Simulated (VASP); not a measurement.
Here is a VASP 6.6.1 calculation.

The input INCAR:

```
SYSTEM = MnS
PREC = Accurate ; ENCUT = 520
EDIFF = 1E-7 ; ISMEAR = 1
SIGMA = 0.01 ; LREAL = .FALSE.
LASPH = .TRUE. ; NELM = 150
ALGO = Normal ; ISIF = 2
LWAVE = .FALSE. ; LCHARG = .FALSE.
ISPIN = 2 ; MAGMOM = 3.2 -3.2 0 0
LORBIT = 11 ; LMAXMIX = 4
NBANDS = 31
```

Contents of KPOINTS:

```
Automatic mesh
0
Gamma
  3 6 6
  0.5 0.5 0.5
```

File POSCAR:

```
MnS
1.0
    6.1980800000      0.0000000000      0.0000000000
    0.0000000000      3.0990400000      0.0000000000
    0.0000000000      0.0000000000      3.0990400000
Mn S
2 2
Direct
    0.2500000000      0.5000000000      0.5000000000
    0.7500000000      0.5000000000      0.5000000000
    0.0000000000      0.0000000000      0.0000000000
    0.5000000000      0.0000000000      0.0000000000
```

Potentials or basis: VASP PAW LDA potentials, release 64 (Mn_pv, S).

Launch:

```console
$ cat potpaw_LDA.64/Mn_pv/POTCAR potpaw_LDA.64/S/POTCAR > POTCAR
$ mpirun -np 1 vasp_std > vasp.out
```

Question: Estimate the band gap on the k mesh.

Answer: Zero (filled and empty bands overlap).

Question: Predict the pressure.

Answer: -13.1 GPa.

Stress tensor (GPa, compression positive):
```
-12.07   0.00   0.00
  0.00 -13.68   0.00
  0.00   0.00 -13.68
```

Caveat: the cell stands under tension; the antiferromagnetic order is the one typed at the start, and another may lie lower; semilocal functionals often make such compounds metallic where correlation or magnetic order opens a gap, which also shifts bond lengths. With open d or f shells a metallic result of LDA can be an artefact of self-interaction; +U or a hybrid may open a gap.
